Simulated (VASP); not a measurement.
# CdSe (CsCl type) (Pm-3m) in VASP: a series of runs

CdSe (CsCl type) is run at these levels: PBE; tasks: density of states.

Everything below comes from runs of VASP 6.6.1. Logs are shortened: lines on timing, memory, paths and dates and some standing lists are left out, and cuts for length are marked.

## 1. The cell of the first run

Symmetry: Pm-3m, No. 221, cubic system. Conventional cell: a = 2.914 Å, b = 2.914 Å, c = 2.914 Å, α = 90.00°, β = 90.00°, γ = 90.00°. Cd (site symmetry m-3m) has 8 Se at 2.52 Å and 6 Cd at 2.91 Å within 3.3 Å. Within 3.3 Å of Se (site symmetry m-3m) lie 8 Cd at 2.52 Å and 6 Se at 2.91 Å.

## 2. Density of states, PBE (volume scaled by 0.55)

The input, POSCAR:

```
CdSe
1.0
    2.9136479965      0.0000000000      0.0000000000
    0.0000000000      2.9136479965      0.0000000000
    0.0000000000      0.0000000000      2.9136479965
Cd Se
1 1
Direct
    0.0000000000      0.0000000000      0.0000000000
    0.5000000000      0.5000000000      0.5000000000
```

The input, INCAR.step1:

```
SYSTEM = CdSe
PREC     = Accurate       ! precision mode
ENCUT    = 520            ! plane-wave cutoff, eV
EDIFF    = 1E-7           ! SCF threshold, eV
ISMEAR   = -1             ! smearing method
SIGMA    = 0.05           ! smearing width, eV
LREAL    = .False.        ! projectors in reciprocal space
LASPH    = .True.         ! aspherical terms in the spheres
NELM     = 60             ! most SCF steps
ALGO     = Normal         ! electronic algorithm
ISIF     = 2              ! what is computed and relaxed
LWAVE    = .False.        ! write WAVECAR
LCHARG   = .True.         ! write CHGCAR
GGA      = PE             ! functional
NBANDS   = 16             ! bands
```

The input, KPOINTS.step1:

```
regular mesh
0
Gamma
  12 12 12
  0 0 0
```

The input, INCAR.step2:

```
SYSTEM = CdSe
PREC     = Accurate       ! precision mode
ENCUT    = 520            ! plane-wave cutoff, eV
EDIFF    = 1E-7           ! SCF threshold, eV
ISMEAR   = -5             ! smearing method
SIGMA    = 0.05           ! smearing width, eV
LREAL    = .False.        ! projectors in reciprocal space
LASPH    = .True.         ! aspherical terms in the spheres
NELM     = 60             ! most SCF steps
ALGO     = Normal         ! electronic algorithm
ISIF     = 2              ! what is computed and relaxed
LWAVE    = .False.        ! write WAVECAR
LCHARG   = .False.        ! write CHGCAR
GGA      = PE             ! functional
LORBIT   = 10             ! projections on sites
NEDOS    = 1001           ! points of the DOS
ICHARG   = 11             ! starting density
```

The input, KPOINTS.step2:

```
regular mesh
0
Gamma
  18 18 18
  0 0 0
```

Potentials or basis: VASP PAW PBE potentials, release 64 (Cd, Se).

Run with:

```bash
cat potpaw_PBE.64/Cd/POTCAR potpaw_PBE.64/Se/POTCAR > POTCAR
cp INCAR.step1 INCAR
cp KPOINTS.step1 KPOINTS
mpirun -np 1 vasp_std > vasp.out
cp INCAR.step2 INCAR
cp KPOINTS.step2 KPOINTS
mpirun -np 1 vasp_std > vasp.out
```

OUTCAR:

```text
SYSTEM = CdSe
   PREC = Accurate
   ENCUT = 520
   EDIFF = 1E-7
   ISMEAR = -5
   LREAL = .False.
   LASPH = .True.
   NELM = 60
   ISIF = 2
   GGA = PE
   LORBIT = 10
   ICHARG = 11

 ion  position               nearest neighbor table
   1  0.000  0.000  0.000-   2 2.52   2 2.52   2 2.52   2 2.52   2 2.52   2 2.52   2 2.52   2 2.52

   2  0.500  0.500  0.500-   1 2.52   1 2.52   1 2.52   1 2.52   1 2.52   1 2.52   1 2.52   1 2.52

  LATTYP: Found a simple cubic cell.
 ALAT       =     2.9136479965

  Lattice vectors:

 A1 = (   2.9136479965,   0.0000000000,   0.0000000000)
 A2 = (   0.0000000000,   2.9136479965,   0.0000000000)
 A3 = (   0.0000000000,   0.0000000000,   2.9136479965)

Analysis of symmetry for initial positions (statically):
=====================================================================
 Subroutine PRICEL returns:
 Original cell was already a primitive cell.

 Routine SETGRP: Setting up the symmetry group for a
 simple cubic supercell.

 Subroutine GETGRP returns: Found 48 space group operations
 (whereof 48 operations were pure point group operations)
 out of a pool of 48 trial point group operations.

The static configuration has the point symmetry O_h .

Analysis of symmetry for dynamics (positions and initial velocities):
=====================================================================
 Subroutine PRICEL returns:
 Original cell was already a primitive cell.

 Routine SETGRP: Setting up the symmetry group for a
 simple cubic supercell.

 Subroutine GETGRP returns: Found 48 space group operations
 (whereof 48 operations were pure point group operations)
 out of a pool of 48 trial point group operations.

The dynamic configuration has the point symmetry O_h .

 Subroutine INISYM returns: Found 48 space group operations
 (whereof 48 operations are pure point group operations),
 and found     1 'primitive' translations

----------------------------------------------------------------------------------------

                                     Primitive cell

  volume of cell :      24.7350

  direct lattice vectors                    reciprocal lattice vectors
     2.913647996  0.000000000  0.000000000     0.343212358  0.000000000  0.000000000
     0.000000000  2.913647996  0.000000000     0.000000000  0.343212358  0.000000000
     0.000000000  0.000000000  2.913647996     0.000000000  0.000000000  0.343212358

  length of vectors
     2.913647996  2.913647996  2.913647996     0.343212358  0.343212358  0.343212358

  position of ions in fractional coordinates (direct lattice)
     0.000000000  0.000000000  0.000000000
     0.500000000  0.500000000  0.500000000

  ion indices of the primitive-cell ions
   primitive index   ion index
                 1           1
                 2           2

----------------------------------------------------------------------------------------

 KPOINTS: regular mesh

Automatic generation of k-mesh.
 Grid dimensions read from file:
 generate k-points for:   18   18   18

 Generating k-lattice:

  Cartesian coordinates                     Fractional coordinates (reciprocal lattice)
     0.019067353  0.000000000  0.000000000     0.055555556  0.000000000  0.000000000
     0.000000000  0.019067353  0.000000000     0.000000000  0.055555556  0.000000000
     0.000000000  0.000000000  0.019067353     0.000000000  0.000000000  0.055555556

  Length of vectors
     0.019067353  0.019067353  0.019067353

  Shift w.r.t. Gamma in fractional coordinates (k-lattice)
     0.000000000  0.000000000  0.000000000

 TETIRR: Found   2900 inequivalent tetrahedra from    34992

 Subroutine IBZKPT returns following result:
 ===========================================

 Found    220 irreducible k-points:

 Following reciprocal coordinates:
            Coordinates               Weight
  0.000000  0.000000  0.000000      1.000000
  0.055556  0.000000  0.000000      6.000000
  0.111111  0.000000  0.000000      6.000000
  0.166667  0.000000  0.000000      6.000000
  0.222222  0.000000  0.000000      6.000000
  0.277778  0.000000  0.000000      6.000000
[... 16 lines left out ...]
  0.277778  0.111111  0.000000     24.000000
  0.333333  0.111111  0.000000     24.000000
 [... further k-points ...]
   k-points           NKPTS =    220   k-points in BZ     NKDIM =    220   number of bands    NBANDS=     13
   number of dos      NEDOS =   1001   number of ions     NIONS =      2
   total plane-waves  NPLWV =  13824
   dimension x,y,z NGX =    24 NGY =   24 NGZ =   24
   dimension x,y,z NGXF=    48 NGYF=   48 NGZF=   48
   ions per type =               1   1
   NGX,Y,Z   is equivalent  to a cutoff of  13.69, 13.69, 13.69 a.u.
   NGXF,Y,Z  is equivalent  to a cutoff of  27.39, 27.39, 27.39 a.u.
 SYSTEM =  CdSe
   PREC   = accura    normal or accurate (medium, high low for compatibility)
   ISTART =      0    job   : 0-new  1-cont  2-samecut
   ICHARG =     11    charge: 1-file 2-atom 10-const
   ISPIN  =      1    spin polarized calculation?
   LNONCOLLINEAR =      F non collinear calculations
   LSORBIT =      F    spin-orbit coupling
   LASPH  =      T    aspherical Exc in radial PAW
   ENCUT  =  520.0 eV  38.22 Ry    6.18 a.u.   5.42  5.42  5.42*2*pi/ulx,y,z
   NELM   =     60;   NELMIN=  2; NELMDL=  0     # of ELM steps
   EDIFF  = 0.1E-06   stopping-criterion for ELM
   LREAL  =      F    real-space projection
   EDIFFG = 0.1E-05   stopping-criterion for IOM
   NSW    =      0    number of steps for IOM
   IBRION =     -1    ionic relax: 0-MD 1-quasi-New 2-CG
   NFREE  =      0    steps in history (QN), initial steepest desc. (CG)
   ISIF   =      2    stress and relaxation
   ISYM   =      2    0-nonsym 1-usesym 2-fastsym
   POTIM  = 0.5000    time-step for ionic-motion
   TEBEG  =    0.0;   TEEND  =   0.0 temperature during run
   PSTRESS=    0.0 pullay stress
   NELECT =      18.0000    total number of electrons
   NUPDOWN=      -1.0000    fix difference up-down
   EMIN   =  10.00;   EMAX   =-10.00  energy-range for DOS
   EFERMI =   0.00;   METHOD = LEGACY
   ISMEAR =    -5;   SIGMA  =   0.05  broadening in eV -4-tet -1-fermi 0-gaus
   EFERMI_NEDOS =   21; number of points for ismear=-14 and -15
   IALGO  =     38    algorithm
   IMIX   =      4    mixing-type and parameters
     AMIX     =   0.40;   BMIX     =  1.00
     AMIX_MAG =   1.60;   BMIX_MAG =  1.00
  volume/ion in A,a.u.               =      12.37        83.46
  Fermi-wavevector in a.u.,A,eV,Ry     =   1.472522  2.782664 29.501816  2.168322
  Thomas-Fermi vector in A             =   2.587527
   LORBIT       =     10    0 simple, 1 ext, 2 COOP (PROOUT), +10 PAW based schemes
   GGA     = PE    functional components
   LHFCALC =     F    Hartree Fock is set to
   AEXX    =    0.0000 exact exchange contribution
   IVDW    =     0    specifies the selected vdW correction
   LEPSILON=     F    determine dielectric tensor
   LRPA    =     F    only Hartree local field effects (RPA)
 non-spin polarized calculation
 Fermi weights with tetrahedron method with Bloechl corrections
  energy-cutoff  :      520.00
  volume of cell :       24.73
 maximum number of plane-waves:       691
 NGX is ok and might be reduce to    24

 number of electron      17.9999995 magnetization

 Free energy of the ion-electron system (eV)
  ---------------------------------------------------
  ext. energy  EPLUGINS =         0.00000000
  ---------------------------------------------------
  free energy    TOTEN  =         1.04126895 eV

  energy without entropy =        1.04126895  energy(sigma->0) =        1.04126895

 E-fermi :  10.6989     XC(G=0): -13.6160

 val. band max:       10.7798021660   @ k =   0.3889   0.3333   0.0556
 cond. band min:      10.5241105853   @ k =   0.4444   0.4444   0.4444
 fundamental gap:     -0.2556915807
 Fermi energy:        10.6988680999

 k-point     1 :       0.0000    0.0000    0.0000
  band No.  band energies     occupation
      1      -8.8086      2.00000
      2      -1.0920      2.00000
      3      -1.0920      2.00000
      4       0.6682      2.00000
      5       0.6682      2.00000
      6       0.6682      2.00000
      7       7.9776      2.00000
      8       7.9776      2.00000
      9       7.9776      2.00000
     10      12.5421      0.00000
     11      16.3840      0.00000
     12      16.3840      0.00000
     13      28.1658      0.00000

 k-point     2 :       0.0556    0.0000    0.0000
  band No.  band energies     occupation
      1      -8.7576      2.00000
      2      -1.0839      2.00000
      3      -1.0763      2.00000
      4       0.6306      2.00000
      5       0.6306      2.00000
      6       0.6704      2.00000
      7       7.5312      2.00000
      8       8.0659      2.00000
      9       8.0659      2.00000
     10      12.8420      0.00000
     11      16.3683      0.00000
     12      16.6637      0.00000
     13      26.9840      0.00000

 k-point     3 :       0.1111    0.0000    0.0000
  band No.  band energies     occupation
      1      -8.6058      2.00000
      2      -1.0606      2.00000
      3      -1.0375      2.00000
      4       0.5258      2.00000
      5       0.5258      2.00000
      6       0.6769      2.00000
      7       6.5265      2.00000
      8       8.3223      2.00000
      9       8.3223      2.00000
     10      13.3892      0.00000
     11      16.3224      0.00000
     12      17.5190      0.00000
     13      25.3605      0.00000
[... 305 lines left out ...]
 k-point    23 :       0.2778    0.1111    0.0000
  band No.  band energies     occupation
      1      -7.4419      2.00000
      2      -1.1081      2.00000
      3      -0.8469      2.00000
      4      -0.0462      2.00000
      5       0.0522      2.00000
      6       0.6184      2.00000
      7       3.6509      2.00000
      8       8.2140      2.00000
      9      10.0099      2.00000
     10      15.2442      0.00000
     11      17.4113      0.00000
     12      18.5504      0.00000
     13      21.0679      0.00000

 k-point    24 :       0.3333    0.1111    0.0000
  band No.  band energies     occupation
      1      -6.9974      2.00000
      2      -1.3861      2.00000
      3      -0.8050      2.00000
      4      -0.1299      2.00000
      5      -0.0919      2.00000
      6       0.6353      2.00000
      7       2.9820      2.00000
      8       8.7672      2.00000
      9      10.5714      1.83790
     10      15.4219      0.00000
     11      17.3709      0.00000
     12      17.5151      0.00000
     13      19.9585      0.00000

 [... further k-points ...]

------------------------ aborting loop because EDIFF is reached ----------------------------------------

  FORCE on cell =-STRESS in cart. coord.  units (eV):
  Direction    XX          YY          ZZ          XY          YZ          ZX
  --------------------------------------------------------------------------------------
  -------------------------------------------------------------------------------------
  Total       23.0999282     23.0999282     23.0999282      0.0000000      0.0000000      0.0000000
  in kB     1496.2699892   1496.2699892   1496.2699892      0.0000000      0.0000000      0.0000000
  external PRESSURE =    1496.2699892 kB  Pullay stress =       0.0000000 kB

 VOLUME and BASIS-vectors are now :
 -----------------------------------------------------------------------------
  energy-cutoff  :      520.00
  volume of cell :       24.73
      direct lattice vectors                 reciprocal lattice vectors
     2.913647996  0.000000000  0.000000000     0.343212358  0.000000000  0.000000000
     0.000000000  2.913647996  0.000000000     0.000000000  0.343212358  0.000000000
     0.000000000  0.000000000  2.913647996     0.000000000  0.000000000  0.343212358

 POSITION                                       TOTAL-FORCE (eV/Angst)
 -----------------------------------------------------------------------------------
      0.00000      0.00000      0.00000         0.000000      0.000000      0.000000
      1.45682      1.45682      1.45682         0.000000      0.000000      0.000000
 -----------------------------------------------------------------------------------
    total drift:                                0.000000      0.000000      0.000000

  FREE ENERGIE OF THE ION-ELECTRON SYSTEM (eV)
  ---------------------------------------------------
  free  energy   TOTEN  =         1.0412689479 eV

  energy  without entropy=        1.0412689479  energy(sigma->0) =        1.04126895

 total charge

# of ion       s       p       d       tot
------------------------------------------
    1        0.577   0.592   9.673  10.843
    2        1.536   2.559   0.166   4.261
--------------------------------------------------
tot          2.113   3.151   9.840  15.103
```

Run time: 30 s. Hardware: 1 thread of Intel Xeon 6975P-C, shared host; peak memory 0.2 GiB.

What came out:

```
Valence electrons inside the program's atomic spheres : Cd 10.84; Se 4.26
```

Levels at points of the mesh, in eV from the Fermi level:
```tsv
k point	band 6	band 7	band 8	band 9	band 10	band 11	band 12	band 13
(0.00, 0.00, 0.00)	-10.03	-2.72	-2.72	-2.72	1.84	5.69	5.69	17.47
(0.50, 0.00, 0.00)	-9.96	-8.34	0.99	0.99	4.85	5.09	7.11	7.11
(0.50, 0.50, 0.00)	-9.12	-9.12	-8.03	-2.44	0.46	9.59	9.59	9.78
(0.50, 0.50, 0.50)	-9.32	-2.77	-2.77	-2.77	-0.93	-0.93	-0.93	4.29
```

Caveat: the cell differs from its parent crystal (volume scaled by 0.55); tetrahedron occupations give inexact forces and stress in metals.

## 3. Density of states, PBE (volume scaled by 0.64)

The input, POSCAR:

```
CdSe
1.0
    3.0646167961      0.0000000000      0.0000000000
    0.0000000000      3.0646167961      0.0000000000
    0.0000000000      0.0000000000      3.0646167961
Cd Se
1 1
Direct
    0.0000000000      0.0000000000      0.0000000000
    0.5000000000      0.5000000000      0.5000000000
```

The input, INCAR.step1:

```
  PREC = Accurate
  ENCUT = 520
  EDIFF = 1E-6
  ISMEAR = -1
  SIGMA = 0.05
  LREAL = False
  LASPH = True
  NELM = 100
  ALGO = Normal
  ISIF = 2
  LWAVE = False
  LCHARG = True
  GGA = PE
  NBANDS = 16
```

The input, KPOINTS.step1:

```
regular mesh
0
Gamma
  12 12 12
```

The input, INCAR.step2:

```
  PREC = Accurate
  ENCUT = 520
  EDIFF = 1E-6
  ISMEAR = -5
  SIGMA = 0.05
  LREAL = False
  LASPH = True
  NELM = 100
  ALGO = Normal
  ISIF = 2
  LWAVE = False
  LCHARG = False
  GGA = PE
  LORBIT = 10
  NEDOS = 1001
  ICHARG = 11
```

The input, KPOINTS.step2:

```
regular mesh
0
Gamma
  18 18 18
```

Potentials or basis: VASP PAW PBE potentials, release 64 (Cd, Se).

Run with:

```bash
cat potpaw_PBE.64/Cd/POTCAR potpaw_PBE.64/Se/POTCAR > POTCAR
cp INCAR.step1 INCAR
cp KPOINTS.step1 KPOINTS
mpirun -np 1 vasp_std > vasp.out
cp INCAR.step2 INCAR
cp KPOINTS.step2 KPOINTS
mpirun -np 1 vasp_std > vasp.out
```

It took 27 s on 1 thread of Intel Xeon 6975P-C, shared host; peak memory 0.21 GiB.

The run converged. Its results:

```yaml
Valence_electrons_inside_the_program's_atomic_spheres: Cd 10.57; Se 4.07
```

Levels at points of the mesh, in eV from the Fermi level:
```tsv
k point	band 7	band 8	band 9	band 10	band 11	band 12
(0.00, 0.00, 0.00)	-2.21	-2.21	-2.21	0.59	5.82	5.82
(0.50, 0.00, 0.00)	-7.80	0.63	0.63	4.14	5.79	7.05
(0.50, 0.50, 0.00)	-7.64	-7.64	-2.15	0.39	9.09	9.09
(0.50, 0.50, 0.50)	-2.72	-2.72	-2.72	-0.17	-0.17	-0.17
```

Caveat: the cell differs from its parent crystal (volume scaled by 0.64); tetrahedron occupations give inexact forces and stress in metals.

## 4. Density of states, PBE

This run uses another cell than the first one, of 22.49 Å³/atom, 1.818 times its volume.

The input, POSCAR:

```
CdSe
1.0
    3.5561727750      0.0000000000      0.0000000000
    0.0000000000      3.5561727750      0.0000000000
    0.0000000000      0.0000000000      3.5561727750
Cd Se
1 1
Direct
    0.0000000000      0.0000000000      0.0000000000
    0.5000000000      0.5000000000      0.5000000000
```

The input, INCAR.step1:

```
PREC = Accurate ; ENCUT = 520
EDIFF = 1E-7 ; ISMEAR = -1
SIGMA = 0.05 ; LREAL = False
LASPH = True ; NELM = 60
ALGO = Normal ; ISIF = 2
LWAVE = False ; LCHARG = True
GGA = PE ; NBANDS = 16
```

The input, KPOINTS.step1:

```
Automatic mesh
0
Gamma
  12 12 12
```

The input, INCAR.step2:

```
PREC = Accurate ; ENCUT = 520
EDIFF = 1E-7 ; ISMEAR = -5
SIGMA = 0.05 ; LREAL = False
LASPH = True ; NELM = 60
ALGO = Normal ; ISIF = 2
LWAVE = False ; LCHARG = False
GGA = PE ; LORBIT = 10
NBANDS = 16 ; NEDOS = 1001
ICHARG = 11
```

The input, KPOINTS.step2:

```
Automatic mesh
0
Gamma
  18 18 18
```

Run with:

```bash
cat potpaw_PBE.64/Cd/POTCAR potpaw_PBE.64/Se/POTCAR > POTCAR
cp INCAR.step1 INCAR
cp KPOINTS.step1 KPOINTS
mpirun -np 1 vasp_std > vasp.out
cp INCAR.step2 INCAR
cp KPOINTS.step2 KPOINTS
mpirun -np 1 vasp_std > vasp.out
```

Wall time 79 s (1 thread of Intel Xeon 6975P-C, shared host); peak memory 0.28 GiB.

Results (log left out):

| Item | Value |
| --- | --- |
| Valence electrons inside the program's atomic spheres | Cd 10.17; Se 3.77 |

Levels at points of the mesh, in eV from the Fermi level:
| k point | band 6 | band 7 | band 8 | band 9 | band 10 | band 11 | band 12 | band 13 |
| --- | --- | --- | --- | --- | --- | --- | --- | --- |
| (0.00, 0.00, 0.00) | -8.27 | -1.54 | -1.09 | -1.09 | -1.09 | 6.19 | 6.19 | 10.63 |
| (0.50, 0.00, 0.00) | -8.26 | -5.87 | 0.12 | 0.12 | 2.77 | 3.97 | 6.66 | 6.66 |
| (0.50, 0.50, 0.00) | -8.06 | -4.29 | -4.29 | -1.39 | 0.26 | 7.19 | 7.19 | 8.17 |
| (0.50, 0.50, 0.50) | -8.10 | -2.11 | -2.11 | -2.11 | 1.53 | 1.53 | 1.53 | 1.69 |

Caveat: tetrahedron occupations give inexact forces and stress in metals.
